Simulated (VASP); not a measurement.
# Rh (Pm-3m) in VASP: single point with LDA

Aim: the single point of Rh with LDA.

Everything below comes from runs of VASP 6.6.1. Logs are shortened: lines on timing, memory, paths and dates and some standing lists are left out, and cuts for length are marked.

### Step 1. The cell of the first run

The structure is cubic, space group Pm-3m (No. 221). Conventional cell: a = 3.927 Å, b = 3.927 Å, c = 3.927 Å, α = 90.00°, β = 90.00°, γ = 90.00°. Rh (site symmetry 4/mmm) has 8 Rh at 2.78 Å within 3.7 Å.

### Step 2. Single point, LDA

INCAR

```
SYSTEM = Rh
ALGO = Normal
EDIFF = 1E-6
ENCUT = 520
ISIF = 2
ISMEAR = -1
LASPH = .True.
LCHARG = .False.
LREAL = .False.
LWAVE = .False.
NBANDS = 30
NELM = 60
PREC = Accurate
SIGMA = 0.1
```

KPOINTS

```
k-points
0
Gamma
  6 6 6
  0 0 0
```

POSCAR

```
Rh
1.0
    3.9270000000      0.0000000000      0.0000000000
    0.0000000000      3.9270000000      0.0000000000
    0.0000000000      0.0000000000      3.9270000000
Rh
3
Direct
    0.0000000000      0.5000000000      0.5000000000
    0.5000000000      0.0000000000      0.5000000000
    0.5000000000      0.5000000000      0.0000000000
```

Potentials or basis: VASP PAW LDA potentials, release 64 (Rh_pv).

Started as:

```
$ cat potpaw_LDA.64/Rh_pv/POTCAR > POTCAR
$ mpirun -np 1 vasp_std > vasp.out
```

OUTCAR:

```text
SYSTEM = Rh
   EDIFF = 1E-6
   ENCUT = 520
   ISIF = 2
   ISMEAR = -1
   LASPH = .True.
   LREAL = .False.
   NELM = 60
   PREC = Accurate

 ion  position               nearest neighbor table
   1  0.000  0.500  0.500-   2 2.78   3 2.78   3 2.78   2 2.78   2 2.78   3 2.78   3 2.78   2 2.78

   2  0.500  0.000  0.500-   1 2.78   3 2.78   3 2.78   1 2.78   3 2.78   3 2.78   1 2.78   1 2.78

   3  0.500  0.500  0.000-   1 2.78   2 2.78   1 2.78   2 2.78   2 2.78   2 2.78   1 2.78   1 2.78

  LATTYP: Found a simple cubic cell.
 ALAT       =     3.9270000000

  Lattice vectors:

 A1 = (   3.9270000000,   0.0000000000,   0.0000000000)
 A2 = (   0.0000000000,   3.9270000000,   0.0000000000)
 A3 = (   0.0000000000,   0.0000000000,   3.9270000000)

Analysis of symmetry for initial positions (statically):
=====================================================================
 Subroutine PRICEL returns:
 Original cell was already a primitive cell.

 Routine SETGRP: Setting up the symmetry group for a
 simple cubic supercell.

 Subroutine GETGRP returns: Found 48 space group operations
 (whereof 48 operations were pure point group operations)
 out of a pool of 48 trial point group operations.

The static configuration has the point symmetry O_h .

Analysis of symmetry for dynamics (positions and initial velocities):
=====================================================================
 Subroutine PRICEL returns:
 Original cell was already a primitive cell.

 Routine SETGRP: Setting up the symmetry group for a
 simple cubic supercell.

 Subroutine GETGRP returns: Found 48 space group operations
 (whereof 48 operations were pure point group operations)
 out of a pool of 48 trial point group operations.

The dynamic configuration has the point symmetry O_h .

 Subroutine INISYM returns: Found 48 space group operations
 (whereof 48 operations are pure point group operations),
 and found     1 'primitive' translations

----------------------------------------------------------------------------------------

                                     Primitive cell

  volume of cell :      60.5596

  direct lattice vectors                    reciprocal lattice vectors
     3.927000000  0.000000000  0.000000000     0.254647313  0.000000000  0.000000000
     0.000000000  3.927000000  0.000000000     0.000000000  0.254647313  0.000000000
     0.000000000  0.000000000  3.927000000     0.000000000  0.000000000  0.254647313

  length of vectors
     3.927000000  3.927000000  3.927000000     0.254647313  0.254647313  0.254647313
[... 77 lines left out ...]
   NELM   =     60;   NELMIN=  2; NELMDL= -5     # of ELM steps
   EDIFF  = 0.1E-05   stopping-criterion for ELM
   LREAL  =      F    real-space projection
   EDIFFG = 0.1E-04   stopping-criterion for IOM
   NSW    =      0    number of steps for IOM
   IBRION =     -1    ionic relax: 0-MD 1-quasi-New 2-CG
   NFREE  =      0    steps in history (QN), initial steepest desc. (CG)
   ISIF   =      2    stress and relaxation
   ISYM   =      2    0-nonsym 1-usesym 2-fastsym
   POTIM  = 0.5000    time-step for ionic-motion
   TEBEG  =    0.0;   TEEND  =   0.0 temperature during run
   PSTRESS=    0.0 pullay stress
   NELECT =      45.0000    total number of electrons
   NUPDOWN=      -1.0000    fix difference up-down
   EMIN   =  10.00;   EMAX   =-10.00  energy-range for DOS
   EFERMI =   0.00;   METHOD = LEGACY
   ISMEAR =    -1;   SIGMA  =   0.10  broadening in eV -4-tet -1-fermi 0-gaus
   EFERMI_NEDOS =   21; number of points for ismear=-14 and -15
   IALGO  =     38    algorithm
   IMIX   =      4    mixing-type and parameters
     AMIX     =   0.40;   BMIX     =  1.00
     AMIX_MAG =   1.60;   BMIX_MAG =  1.00
  volume/ion in A,a.u.               =      20.19       136.23
  Fermi-wavevector in a.u.,A,eV,Ry     =   1.482807  2.802100 29.915375  2.198718
  Thomas-Fermi vector in A             =   2.596548
   LORBIT       =      0    0 simple, 1 ext, 2 COOP (PROOUT), +10 PAW based schemes
   GGA     = CA    functional components
   LHFCALC =     F    Hartree Fock is set to
   AEXX    =    0.0000 exact exchange contribution
   IVDW    =     0    specifies the selected vdW correction
   LEPSILON=     F    determine dielectric tensor
   LRPA    =     F    only Hartree local field effects (RPA)
 non-spin polarized calculation
  energy-cutoff  :      520.00
  volume of cell :       60.56
 maximum number of plane-waves:      1654
 NGX is ok and might be reduce to    30
   NGX = 15   NGY = 15   NGZ = 15

 number of electron      44.9999980 magnetization

 Free energy of the ion-electron system (eV)
  ---------------------------------------------------
  ext. energy  EPLUGINS =         0.00000000
  ---------------------------------------------------
  free energy    TOTEN  =       -22.19554893 eV

  energy without entropy =      -21.93618266  energy(sigma->0) =      -22.06586580

 E-fermi :   5.8143     XC(G=0): -11.8276

 val. band max:        5.8133862481   @ k =   0.5000   0.5000   0.3333
 cond. band min:       5.8158214102   @ k =   0.1667   0.1667   0.0000
 fundamental gap:      0.0024351621
 Fermi energy:         5.8143366505

 k-point     1 :       0.0000    0.0000    0.0000
  band No.  band energies     occupation
      1     -40.1045      2.00000
      2     -40.1045      2.00000
      3     -40.1045      2.00000
      4     -39.7584      2.00000
      5     -39.7584      2.00000
      6     -39.7584      2.00000
[... 649 lines left out ...]
     29      13.0616      0.00000
     30      13.0616      0.00000

------------------------ aborting loop because EDIFF is reached ----------------------------------------

  FORCE on cell =-STRESS in cart. coord.  units (eV):
  Direction    XX          YY          ZZ          XY          YZ          ZX
  --------------------------------------------------------------------------------------
  -------------------------------------------------------------------------------------
  Total      -11.3687586    -11.3687586    -11.3687586     -0.0000000      0.0000000      0.0000000
  in kB     -300.7744388   -300.7744388   -300.7744388     -0.0000000      0.0000000      0.0000000
  external PRESSURE =    -300.7744388 kB  Pullay stress =       0.0000000 kB

 VOLUME and BASIS-vectors are now :
 -----------------------------------------------------------------------------
  energy-cutoff  :      520.00
  volume of cell :       60.56
      direct lattice vectors                 reciprocal lattice vectors
     3.927000000  0.000000000  0.000000000     0.254647313  0.000000000  0.000000000
     0.000000000  3.927000000  0.000000000     0.000000000  0.254647313  0.000000000
     0.000000000  0.000000000  3.927000000     0.000000000  0.000000000  0.254647313

 POSITION                                       TOTAL-FORCE (eV/Angst)
 -----------------------------------------------------------------------------------
      0.00000      1.96350      1.96350         0.000000      0.000000      0.000000
      1.96350      0.00000      1.96350         0.000000      0.000000      0.000000
      1.96350      1.96350      0.00000         0.000000      0.000000      0.000000
 -----------------------------------------------------------------------------------
    total drift:                                0.000000      0.000000     -0.000000

  FREE ENERGIE OF THE ION-ELECTRON SYSTEM (eV)
  ---------------------------------------------------
  free  energy   TOTEN  =       -22.1955489332 eV

  energy  without entropy=      -21.9361826615  energy(sigma->0) =      -22.06586580
```

OSZICAR:

```text
N       E                     dE             d eps       ncg     rms          rms(c)
DAV:   1     0.518774578582E+03    0.51877E+03   -0.28320E+04  1248   0.161E+03
DAV:   2    -0.101905852649E+02   -0.52897E+03   -0.51353E+03  1296   0.500E+02
DAV:   3    -0.233011339467E+02   -0.13111E+02   -0.12767E+02  1350   0.875E+01
DAV:   4    -0.234176793999E+02   -0.11655E+00   -0.11650E+00  1302   0.840E+00
DAV:   5    -0.234197158732E+02   -0.20365E-02   -0.20364E-02  1362   0.115E+00    0.989E+00
DAV:   6    -0.222278245307E+02    0.11919E+01   -0.48584E+00  1314   0.171E+01    0.319E+00
DAV:   7    -0.222049495144E+02    0.22875E-01   -0.62084E-02  1254   0.217E+00    0.181E+00
DAV:   8    -0.221955185831E+02    0.94309E-02   -0.90017E-03  1338   0.754E-01    0.138E-01
DAV:   9    -0.221955607068E+02   -0.42124E-04   -0.18750E-04  1346   0.103E-01    0.304E-02
DAV:  10    -0.221955494168E+02    0.11290E-04   -0.26045E-05  1302   0.306E-02    0.746E-03
DAV:  11    -0.221955489332E+02    0.48365E-06   -0.11360E-06   866   0.947E-03
   1 F= -.22195549E+02 E0= -.22065866E+02  d E =-.259366E+00
```

Wall time 21 s (1 thread of AMD EPYC 7R43 (Zen 3), shared host); peak memory 0.12 GiB.

What came out:

* Free energy: -22.1955 eV
* Pressure: -30.1 GPa

Levels at points of the mesh, in eV from the Fermi level:
| k point | band 19 | band 20 | band 21 | band 22 | band 23 | band 24 | band 25 | band 26 | band 27 | band 28 |
| --- | --- | --- | --- | --- | --- | --- | --- | --- | --- | --- |
| (0.00, 0.00, 0.00) | -0.54 | 0.21 | 0.21 | 1.06 | 1.32 | 1.32 | 1.32 | 4.77 | 4.77 | 4.77 |
| (0.50, 0.00, 0.00) | -0.96 | -0.88 | -0.64 | -0.45 | -0.45 | -0.29 | 0.31 | 1.32 | 8.52 | 8.52 |
| (0.50, 0.50, 0.00) | -1.76 | -1.00 | -1.00 | -0.95 | -0.45 | 0.06 | 0.73 | 2.83 | 3.68 | 3.68 |
| (0.50, 0.50, 0.50) | -0.77 | -0.02 | -0.02 | 1.02 | 1.02 | 1.02 | 1.28 | 2.91 | 2.91 | 2.91 |
